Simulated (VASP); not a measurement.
# Pb (I4/mmm) in VASP: notebook

Pb is run at these levels: LDA; tasks: single point.

Everything below comes from runs of VASP 6.6.1. Logs are shortened: lines on timing, memory, paths and dates and some standing lists are left out, and cuts for length are marked.

## (1) The cell of the first run

The structure is tetragonal, space group I4/mmm (No. 139). Conventional cell: a = 3.761 Å, b = 3.761 Å, c = 3.959 Å, α = 90.00°, β = 90.00°, γ = 90.00°. Within 4.4 Å of Pb (site symmetry 4/mmm) lie 14 Pb at 3.32 to 3.96 Å.

## (2) Single point, LDA (strain -0.050 along x and y, +0.000 along z)

INCAR reads:

```
SYSTEM = Pb
ALGO = Fast
EDIFF = 1E-7
ENCUT = 520
GGA = CA
ISIF = 2
ISMEAR = 0
LASPH = .TRUE.
LCHARG = .FALSE.
LREAL = .FALSE.
LWAVE = .FALSE.
NBANDS = 13
NELM = 80
PREC = Accurate
SIGMA = 0.15
```

KPOINTS reads:

```
k-points
0
G
  18 18 18
  0 0 0
```

POSCAR reads:

```
Pb
1.0
   -1.8806765884      1.8806765884      1.9796595667
    1.8806765884     -1.8806765884      1.9796595667
    1.8806765884      1.8806765884     -1.9796595667
Pb
1
Direct
    0.0000000000      0.0000000000      0.0000000000
```

Potentials or basis: VASP PAW LDA potentials, release 64 (Pb_d).

The run is started by

```
$ cat potpaw_LDA.64/Pb_d/POTCAR > POTCAR
$ mpirun -np 1 vasp_std > vasp.out
```

OUTCAR:

```text
SYSTEM = Pb
   EDIFF = 1E-7
   ENCUT = 520
   GGA = CA
   ISIF = 2
   ISMEAR = 0
   LASPH = .TRUE.
   LREAL = .FALSE.
   NELM = 80
   PREC = Accurate

 ion  position               nearest neighbor table
   1  0.000  0.000  0.000-

  LATTYP: Found a body centered tetragonal cell.
 ALAT       =     3.7613531768
 C/A-ratio  =     1.0526315789

  Lattice vectors:

 A1 = (  -1.8806765884,   1.8806765884,   1.9796595667)
 A2 = (   1.8806765884,  -1.8806765884,   1.9796595667)
 A3 = (   1.8806765884,   1.8806765884,  -1.9796595667)

Analysis of symmetry for initial positions (statically):
=====================================================================
 Subroutine PRICEL returns:
 Original cell was already a primitive cell.

 Routine SETGRP: Setting up the symmetry group for a
 body centered tetragonal supercell.

 Subroutine GETGRP returns: Found 16 space group operations
 (whereof 16 operations were pure point group operations)
 out of a pool of 16 trial point group operations.

The static configuration has the point symmetry D_4h.

Analysis of symmetry for dynamics (positions and initial velocities):
=====================================================================
 Subroutine PRICEL returns:
 Original cell was already a primitive cell.

 Routine SETGRP: Setting up the symmetry group for a
 body centered tetragonal supercell.

 Subroutine GETGRP returns: Found 16 space group operations
 (whereof 16 operations were pure point group operations)
 out of a pool of 16 trial point group operations.

The dynamic configuration has the point symmetry D_4h.

 Subroutine INISYM returns: Found 16 space group operations
 (whereof 16 operations are pure point group operations),
 and found     1 'primitive' translations

----------------------------------------------------------------------------------------

                                     Primitive cell

  volume of cell :      28.0078

  direct lattice vectors                    reciprocal lattice vectors
    -1.880676588  1.880676588  1.979659567     0.000000000  0.265861766  0.252568678
     1.880676588 -1.880676588  1.979659567     0.265861766  0.000000000  0.252568678
     1.880676588  1.880676588 -1.979659567     0.265861766  0.265861766  0.000000000

  length of vectors
     3.315560414  3.315560414  3.315560414     0.366706171  0.366706171  0.375985316

  position of ions in fractional coordinates (direct lattice)
     0.000000000  0.000000000  0.000000000

  ion indices of the primitive-cell ions
   primitive index   ion index
                 1           1

----------------------------------------------------------------------------------------

 KPOINTS: k-points

Automatic generation of k-mesh.
 Grid dimensions read from file:
 generate k-points for:   18   18   18

 Generating k-lattice:

  Cartesian coordinates                     Fractional coordinates (reciprocal lattice)
     0.000000000  0.014770098  0.014031593     0.055555556  0.000000000 -0.000000000
     0.014770098  0.000000000  0.014031593     0.000000000  0.055555556 -0.000000000
     0.014770098  0.014770098  0.000000000     0.000000000  0.000000000  0.055555556

  Length of vectors
     0.020372565  0.020372565  0.020888073

  Shift w.r.t. Gamma in fractional coordinates (k-lattice)
     0.000000000  0.000000000  0.000000000

 Subroutine IBZKPT returns following result:
 ===========================================

 Found    480 irreducible k-points:

 Following reciprocal coordinates:
            Coordinates               Weight
  0.000000  0.000000  0.000000      1.000000
  0.055556  0.000000  0.000000      8.000000
  0.111111  0.000000  0.000000      8.000000
  0.166667 -0.000000  0.000000      8.000000
  0.222222 -0.000000  0.000000      8.000000
  0.277778  0.000000  0.000000      8.000000
[... 16 lines left out ...]
 -0.277778  0.055556 -0.000000     16.000000
 -0.222222  0.055556 -0.000000     16.000000
 [... further k-points ...]
   k-points           NKPTS =    480   k-points in BZ     NKDIM =    480   number of bands    NBANDS=     13
   number of dos      NEDOS =    301   number of ions     NIONS =      1
   total plane-waves  NPLWV =  21952
   dimension x,y,z NGX =    28 NGY =   28 NGZ =   28
   dimension x,y,z NGXF=    56 NGYF=   56 NGZF=   56
   ions per type =               1
   NGX,Y,Z   is equivalent  to a cutoff of  14.04, 14.04, 14.04 a.u.
   NGXF,Y,Z  is equivalent  to a cutoff of  28.08, 28.08, 28.08 a.u.
 SYSTEM =  Pb
   PREC   = accura    normal or accurate (medium, high low for compatibility)
   ISTART =      0    job   : 0-new  1-cont  2-samecut
   ICHARG =      2    charge: 1-file 2-atom 10-const
   ISPIN  =      1    spin polarized calculation?
   LNONCOLLINEAR =      F non collinear calculations
   LSORBIT =      F    spin-orbit coupling
   LASPH  =      T    aspherical Exc in radial PAW
   ENCUT  =  520.0 eV  38.22 Ry    6.18 a.u.   6.16  6.16  6.16*2*pi/ulx,y,z
   NELM   =     80;   NELMIN=  2; NELMDL= -5     # of ELM steps
   EDIFF  = 0.1E-06   stopping-criterion for ELM
   LREAL  =      F    real-space projection
   EDIFFG = 0.1E-05   stopping-criterion for IOM
   NSW    =      0    number of steps for IOM
   IBRION =     -1    ionic relax: 0-MD 1-quasi-New 2-CG
   NFREE  =      0    steps in history (QN), initial steepest desc. (CG)
   ISIF   =      2    stress and relaxation
   ISYM   =      2    0-nonsym 1-usesym 2-fastsym
   POTIM  = 0.5000    time-step for ionic-motion
   TEBEG  =    0.0;   TEEND  =   0.0 temperature during run
   PSTRESS=    0.0 pullay stress
   NELECT =      14.0000    total number of electrons
   NUPDOWN=      -1.0000    fix difference up-down
   EMIN   =  10.00;   EMAX   =-10.00  energy-range for DOS
   EFERMI =   0.00;   METHOD = LEGACY
   ISMEAR =     0;   SIGMA  =   0.15  broadening in eV -4-tet -1-fermi 0-gaus
   EFERMI_NEDOS =   21; number of points for ismear=-14 and -15
   IALGO  =     68    algorithm
   IMIX   =      4    mixing-type and parameters
     AMIX     =   0.40;   BMIX     =  1.00
     AMIX_MAG =   1.60;   BMIX_MAG =  1.00
  volume/ion in A,a.u.               =      28.01       189.01
  Fermi-wavevector in a.u.,A,eV,Ry     =   1.299246  2.455218 22.967167  1.688039
  Thomas-Fermi vector in A             =   2.430522
   LORBIT       =      0    0 simple, 1 ext, 2 COOP (PROOUT), +10 PAW based schemes
   GGA     = CA    functional components
   LHFCALC =     F    Hartree Fock is set to
   AEXX    =    0.0000 exact exchange contribution
   IVDW    =     0    specifies the selected vdW correction
   LEPSILON=     F    determine dielectric tensor
   LRPA    =     F    only Hartree local field effects (RPA)
 non-spin polarized calculation
 RMM-DIIS sequential band-by-band and
 Gauss-broadening in eV      SIGMA  =   0.15
  energy-cutoff  :      520.00
  volume of cell :       28.01
 maximum number of plane-waves:       768
 NGX is ok and might be reduce to    28
   NGX = 13   NGY = 13   NGZ = 13

 number of electron      13.9999999 magnetization

 Free energy of the ion-electron system (eV)
  ---------------------------------------------------
  ext. energy  EPLUGINS =         0.00000000
  ---------------------------------------------------
  free energy    TOTEN  =        -4.21667834 eV

  energy without entropy =       -4.21115188  energy(sigma->0) =       -4.21391511

 E-fermi :   7.9247     XC(G=0): -10.8432

 val. band max:        7.9108764263   @ k =  -0.2778   0.3333   0.1111
 cond. band min:       7.9440341056   @ k =  -0.4444  -0.4444   0.4444
 fundamental gap:      0.0331576793
 Fermi energy:         7.9246667450

 k-point     1 :       0.0000    0.0000    0.0000
  band No.  band energies     occupation
      1      -9.2209      2.00000
      2      -9.2209      2.00000
      3      -9.1810      2.00000
      4      -8.9312      2.00000
      5      -8.8891      2.00000
      6      -4.3959      2.00000
      7      16.0327      0.00000
      8      16.3018      0.00000
      9      16.3018      0.00000
     10      18.8091      0.00000
     11      19.5127      0.00000
     12      19.5127      0.00000
     13      21.0974      0.00000

 k-point     2 :       0.0556    0.0000    0.0000
  band No.  band energies     occupation
      1      -9.2167      2.00000
      2      -9.2167      2.00000
      3      -9.1747      2.00000
      4      -8.9335      2.00000
      5      -8.8911      2.00000
      6      -4.3289      2.00000
      7      15.3750      0.00000
      8      16.0664      0.00000
      9      16.1018      0.00000
     10      18.5866      0.00000
     11      19.2995      0.00000
     12      19.3787      0.00000
     13      21.4443      0.00000

 k-point     3 :       0.1111    0.0000    0.0000
  band No.  band energies     occupation
      1      -9.2175      2.00000
      2      -9.2056      2.00000
      3      -9.1436      2.00000
      4      -8.9405      2.00000
      5      -8.8961      2.00000
      6      -4.1273      2.00000
      7      13.7332      0.00000
      8      15.4753      0.00000
      9      15.8433      0.00000
     10      18.1837      0.00000
     11      19.0529      0.00000
     12      19.0704      0.00000
     13      21.7155      0.00000
[... 305 lines left out ...]
 k-point    23 :      -0.2778    0.0556   -0.0000
  band No.  band energies     occupation
      1      -9.2499      2.00000
      2      -9.1830      2.00000
      3      -8.9686      2.00000
      4      -8.9627      2.00000
      5      -8.9060      2.00000
      6      -2.9645      2.00000
      7       9.0569      0.00000
      8      13.2414      0.00000
      9      14.4238      0.00000
     10      17.5172      0.00000
     11      18.5319      0.00000
     12      19.1603      0.00000
     13      22.7723      0.00000

 k-point    24 :      -0.2222    0.0556   -0.0000
  band No.  band energies     occupation
      1      -9.2335      2.00000
      2      -9.1895      2.00000
      3      -9.0443      2.00000
      4      -8.9533      2.00000
      5      -8.9047      2.00000
      6      -3.5059      2.00000
      7      10.8509      0.00000
      8      14.0111      0.00000
      9      14.8814      0.00000
     10      17.8899      0.00000
     11      18.5293      0.00000
     12      19.0985      0.00000
     13      22.4564      0.00000

 [... further k-points ...]

------------------------ aborting loop because EDIFF is reached ----------------------------------------

  FORCE on cell =-STRESS in cart. coord.  units (eV):
  Direction    XX          YY          ZZ          XY          YZ          ZX
  --------------------------------------------------------------------------------------
  -------------------------------------------------------------------------------------
  Total        0.2936527      0.2936527      0.4198783      0.0000000     -0.0000000      0.0000000
  in kB       16.7983204     16.7983204     24.0190215      0.0000000     -0.0000000      0.0000000
  external PRESSURE =      19.2052208 kB  Pullay stress =       0.0000000 kB

 VOLUME and BASIS-vectors are now :
 -----------------------------------------------------------------------------
  energy-cutoff  :      520.00
  volume of cell :       28.01
      direct lattice vectors                 reciprocal lattice vectors
    -1.880676588  1.880676588  1.979659567     0.000000000  0.265861766  0.252568678
     1.880676588 -1.880676588  1.979659567     0.265861766  0.000000000  0.252568678
     1.880676588  1.880676588 -1.979659567     0.265861766  0.265861766  0.000000000

 POSITION                                       TOTAL-FORCE (eV/Angst)
 -----------------------------------------------------------------------------------
      0.00000      0.00000      0.00000        -0.000000     -0.000000      0.000000
 -----------------------------------------------------------------------------------
    total drift:                               -0.000000     -0.000000     -0.000000

  FREE ENERGIE OF THE ION-ELECTRON SYSTEM (eV)
  ---------------------------------------------------
  free  energy   TOTEN  =        -4.2166783441 eV

  energy  without entropy=       -4.2111518769  energy(sigma->0) =       -4.21391511
```

It took 90 s on 1 thread of Intel Xeon 6975P-C (Granite Rapids), shared host; peak memory 0.27 GiB.

What came out:

| Quantity | Value |
| --- | --- |
| Free energy | -4.2167 eV |
| Pressure | 1.9 GPa |
| Band gap on the k mesh | zero (bands 7 and 8 overlap by 10.32 eV) |

Caveat: the cell differs from its parent crystal (strain -0.050 along x and y, +0.000 along z); spin-orbit coupling is left out, which moves the levels of the heavy elements.

## (3) Single point, LDA (strain -0.025 along x and y, -0.050 along z)

INCAR reads:

```
SYSTEM = Pb
PREC = Accurate
ENCUT = 520
EDIFF = 1E-7
ISMEAR = 0
SIGMA = 0.15
LREAL = .FALSE.
LASPH = .TRUE.
NELM = 80
ALGO = Fast
ISIF = 2
LWAVE = .FALSE.
LCHARG = .FALSE.
GGA = CA
NBANDS = 13
```

KPOINTS reads:

```
Automatic mesh
0
G
  18 18 18
  0 0 0
```

POSCAR reads:

```
Pb
1.0
   -1.9301680775      1.9301680775      1.8806765884
    1.9301680775     -1.9301680775      1.8806765884
    1.9301680775      1.9301680775     -1.8806765884
Pb
1
Direct
    0.0000000000      0.0000000000      0.0000000000
```

Potentials or basis: VASP PAW LDA potentials, release 64 (Pb_d).

The run is started by

```
$ cat potpaw_LDA.64/Pb_d/POTCAR > POTCAR
$ mpirun -np 1 vasp_std > vasp.out
```

Run time: 100 s. Hardware: 1 thread of Intel Xeon 6975P-C (Granite Rapids), shared host; peak memory 0.27 GiB.

The run converged. Its results:

* Free energy: -4.2148 eV
* Pressure: 1.8 GPa
* Band gap on the k mesh: zero (bands 7 and 8 overlap by 10.47 eV)

Stress tensor (GPa, compression positive):
```
2.04 0.00 0.00
0.00 2.04 0.00
0.00 0.00 1.47
```

Levels at points of the mesh, in eV from the Fermi level:
```
           k point  band 3  band 4  band 5  band 6  band 7  band 8  band 9  band 10  band 11  band 12
(0.00, 0.00, 0.00)  -17.13  -16.84  -16.82  -12.32    8.23    8.23    8.44    11.20    11.20    11.51
(0.50, 0.00, 0.00)  -16.85  -16.83  -16.64   -7.88   -4.40    3.58    5.25     8.02     9.29    14.59
(0.50, 0.50, 0.00)  -16.87  -16.84  -16.65   -8.03   -4.47    3.91    5.70     8.43     9.70    14.20
(0.50, 0.50, 0.50)  -16.69  -16.69  -16.68   -4.81   -0.63   -0.63   -0.14     4.65     4.94    16.80
```

Caveat: the cell differs from its parent crystal (strain -0.025 along x and y, -0.050 along z); spin-orbit coupling is left out, which moves the levels of the heavy elements.

The gap in the log of VASP goes by the Fermi energy; the results here count the filled bands.